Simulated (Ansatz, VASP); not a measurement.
## One calculation of Cd, two programs

```xyz
3
Lattice="5.1145 0.0000 0.0000 -2.5573 4.4293 0.0000 0.0000 0.0000 3.0873" Properties=species:S:1:pos:R:3 pbc="T T T"
Cd   -2.5573    4.4293    0.0000
Cd    0.0000    2.9529    1.5436
Cd    2.5573    1.4764    1.5436
```

Alike in both runs: task single point; functional RPBE; k mesh 8 × 8 × 11; occupations fermi-dirac, width 0.1 eV; no spin polarisation.

|  | VASP | Ansatz |
| --- | --- | --- |
| version | VASP 6.6.1 | Ansatz 0.2.0 |
| potentials or method | VASP PAW PBE potentials, release 64 (Cd), cutoff 520 eV | plane waves (420 eV) with PAW, scalar-relativistic |
| valence electrons in the cell | 36 | 60 |

|  | VASP | Ansatz | Ansatz less VASP |
| --- | --- | --- | --- |
| pressure (GPa) | 3.1 | 2.8 | -0.22 |

VASP's potentials were made for PBE, not for RPBE. With one functional, cell and mesh, what is left measures potentials, basis and numerics. VASP's potentials hold 36 valence electrons a cell and Ansatz's 60, so a difference there can come from the potentials and not from the codes.
